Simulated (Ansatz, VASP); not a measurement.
# Two plane-wave programs on YN

```
Y N
1.0
     0.00000    2.41007    2.41007
     2.41007    0.00000    2.41007
     2.41007    2.41007    0.00000
Y N
1 1
Direct
  0.00000 0.00000 0.00000
  0.50000 0.50000 0.50000
```

Alike in both runs: functional LDA; k mesh 12 × 12 × 12; occupations gaussian, width 0.01 eV; no spin polarisation.

Ansatz relaxed the structure, and its values are those at the end. VASP's run is a single point on that final structure, the one shown.

|  | VASP | Ansatz |
| --- | --- | --- |
| version | VASP 6.6.1 | Ansatz 0.2.0 |
| potentials or method | VASP PAW LDA potentials, release 64 (Y_sv, N), cutoff 600 eV | scalar-relativistic, plane waves, PAW |
| valence electrons in the cell | 16 | 16 |

|  | VASP | Ansatz | Ansatz less VASP |
| --- | --- | --- | --- |
| gap on the k mesh at the Fermi level (eV) | 0.01 | 0.02 | +0.008 |
| least direct gap on the mesh (eV) | 0.36 | 0.37 | +0.011 |
| pressure (GPa) | 0.1 | 0.0 | -0.12 |

Ansatz warns that its potentials were made for another functional, while VASP's fit it. LDA's correlation is that of Perdew and Zunger in VASP and of Perdew and Wang (1992) in Ansatz.
